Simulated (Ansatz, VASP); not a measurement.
# BaTiO3: VASP beside Ansatz

POSCAR

```
BaTiO3
1.0
    4.2349120613      0.0000000000      0.0000000000
    0.0000000000      5.5899477630      0.0000000000
    0.0000000000      0.0000000000      5.5925866012
Ba Ti O
2 2 6
Direct
    0.0000000000      0.5000000000      0.4985320857
    0.0000000000      0.0000000000     -0.0014679143
    0.5000000000      0.5000000000      0.0031103962
    0.5000000000      0.0000000000      0.5031103962
    0.5000000000      0.7491672221      0.2414009546
    0.5000000000      0.2508327779      0.2414009546
    0.0000000000      0.5000000000      0.9954556090
    0.5000000000      0.2491672221      0.7414009546
    0.5000000000      0.7508327779      0.7414009546
    0.0000000000      0.0000000000      0.4954556090
```

File INCAR.step1:

```
ALGO     = Normal         # electronic algorithm
EDIFF    = 1E-4           # SCF threshold, eV
ENCUT    = 520            # plane-wave cutoff, eV
GGA      = PE             # functional
ISMEAR   = 0              # smearing method
LASPH    = T              # aspherical terms in the spheres
LCHARG   = F              # write CHGCAR
LDAU     = T              # DFT+U
LDAUJ    = 0 0 0        
LDAUL    = -1 2 -1        # shell
LDAUTYPE = 2            
LDAUU    = 0 4 0          # U, eV
LMAXMIX  = 4              # l up to which the mixer works
LREAL    = F              # projectors in reciprocal space
LWAVE    = T              # write WAVECAR
NBANDS   = 51             # bands
NELM     = 150            # most SCF steps
PREC     = Accurate       # precision mode
SIGMA    = 0.02           # smearing width, eV
```

File INCAR.step2:

```
ALGO     = Normal         # electronic algorithm
EDIFF    = 1E-6           # SCF threshold, eV
ENCUT    = 520            # plane-wave cutoff, eV
ISIF     = 2              # what is computed and relaxed
ISMEAR   = 0              # smearing method
ISTART   = 1            
LASPH    = T              # aspherical terms in the spheres
LCHARG   = T              # write CHGCAR
LDAU     = T              # DFT+U
LDAUJ    = 0 0 0        
LDAUL    = -1 2 -1        # shell
LDAUPRINT= 1            
LDAUTYPE = 2            
LDAUU    = 0 4 0          # U, eV
LELF     = T              # ELF
LMAXMIX  = 4              # l up to which the mixer works
LMIXTAU  = T            
LREAL    = F              # projectors in reciprocal space
LVHAR    = T            
LWAVE    = F              # write WAVECAR
METAGGA  = R2SCAN         # meta-GGA
NBANDS   = 51             # bands
NELM     = 150            # most SCF steps
PREC     = Accurate       # precision mode
SIGMA    = 0.02           # smearing width, eV
```

Contents of KPOINTS:

```
k-points
0
Gamma
  6 4 4
```

Input for Ansatz:

```yaml
crystal:
  lattice:
    - [4.2349120613, 0.0, 0.0]
    - [0.0, 5.589947763, 0.0]
    - [0.0, 0.0, 5.5925866012]
  atoms:
    - { symbol: Ba, position: [0.0, 0.5, 0.4985320857] }
    - { symbol: Ba, position: [0.0, 0.0, -0.0014679143] }
    - { symbol: Ti, position: [0.5, 0.5, 0.0031103962] }
    - { symbol: Ti, position: [0.5, 0.0, 0.5031103962] }
    - { symbol: O, position: [0.5, 0.7491672221, 0.2414009546] }
    - { symbol: O, position: [0.5, 0.2508327779, 0.2414009546] }
    - { symbol: O, position: [0.0, 0.5, 0.995455609] }
    - { symbol: O, position: [0.5, 0.2491672221, 0.7414009546] }
    - { symbol: O, position: [0.5, 0.7508327779, 0.7414009546] }
    - { symbol: O, position: [0.0, 0.0, 0.495455609] }
basis:
  ecutwfc: 500
kpoints:
  mp_grid: { grid: [6, 4, 4] }
  band_path: { path: [VBM, CBM], npoints: 2 }
hamiltonian:
  xc: r2scan
  hubbard: { sites: [{ species: Ti, l: d, u_eff: 4.0 }] }
scf:
  occupations: { method: gaussian, width: 0.02 }
output:
  forces: true
  stress: true
  eigenvalues: true
checkpoint:
  read: start.run
  write: ck
  compress: false
  write_wavefunctions: false
  write_every: 100000
```

Alike in both runs: task single point; functional r2SCAN; k mesh 6 × 4 × 4; occupations gaussian, width 0.02 eV; no spin polarisation; Hubbard terms Ti d U = 4.0 eV.

|  | VASP | Ansatz |
| --- | --- | --- |
| version | VASP 6.6.1 | Ansatz 0.2.0 |
| potentials or method | VASP PAW PBE potentials, release 64 (Ba_sv, Ti_sv, O), cutoff 520 eV | scalar-relativistic, plane waves, PAW |
| valence electrons in the cell | 80 | 80 |

```tsv
	VASP	Ansatz	Ansatz less VASP
gap on the k mesh at the Fermi level (eV)	2.52	2.54	+0.012
least direct gap on the mesh (eV)	2.58	2.56	-0.012
pressure (GPa)	-0.3	-3.7	-3.42
traceless stress, the component that is largest in VASP (GPa)	-8.60	-7.46	+1.138
rms of the force components (eV/Å)	0.115	0.000	-0.1150
```

VASP's potentials were made for PBE, not for r2SCAN. The programs project onto different local orbitals, so the same U acts differently, and such runs can settle in different states. Atom by atom the forces differ by 0.116 eV/Å (rms over components).

Neither program's run includes spin-orbit coupling.
